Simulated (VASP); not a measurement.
Write the native input for VASP 6.6.1 that does the following.

```
Task                   : single point
Functional             : PBE
Potentials or basis    : VASP PAW PBE potentials, release 64 (Fe)
Cutoff                 : 520 eV
k mesh                 : 16 × 16 × 16
Occupations            : gaussian, width 0.05 eV
Spin                   : collinear spin, antiferromagnetic start
Starting moments       : [2.5, -2.5] μB
Dipole correction      : no
Further INCAR settings : ALGO = Normal; EDIFF = 1e-07; NBANDS = 19
```

The structure of Fe lies in POSCAR:

```
Fe
1.0
    2.8311865314      0.0000000000      0.0000000000
    0.0000000000      2.8311865314      0.0000000000
    0.0000000000      0.0000000000      2.8311865314
Fe
2
Direct
    0.0000000000      0.0000000000      0.0000000000
    0.5000000000      0.5000000000      0.5000000000
```

One way to write it, as run:

INCAR

```
SYSTEM = Fe
PREC = Accurate ; ENCUT = 520
EDIFF = 1E-7 ; ISMEAR = 0
SIGMA = 0.05 ; LREAL = .FALSE.
LASPH = .TRUE. ; NELM = 150
ALGO = Normal ; ISIF = 2
LWAVE = .FALSE. ; LCHARG = .FALSE.
ISPIN = 2 ; MAGMOM = 2.5 -2.5
LORBIT = 11 ; LMAXMIX = 4
GGA = PE ; NBANDS = 19
```

KPOINTS

```
Automatic mesh
0
G
  16 16 16
  0 0 0
```

Potentials or basis: VASP PAW PBE potentials, release 64 (Fe).

The run is started by

```bash
$ cat potpaw_PBE.64/Fe/POTCAR > POTCAR
$ mpirun -np 1 vasp_std > vasp.out
```

Results of the run:

```yaml
Pressure: -6.2 GPa
Band_gap_on_the_k_mesh: zero (filled and empty bands overlap)
Net_moment: 0.00 μB per cell
Site_moments: Fe +1.51, -1.51 μB
Valence_electrons_inside_the_program's_atomic_spheres: Fe 7.27
```

Caveat: the cell stands under tension; the antiferromagnetic order is the one typed at the start, and another may lie lower.

Wall time 92 s on 1 thread of Intel(R) Xeon(R) Platinum 8559C (Emerald Rapids), on a shared host, peak memory 0.22 GiB.
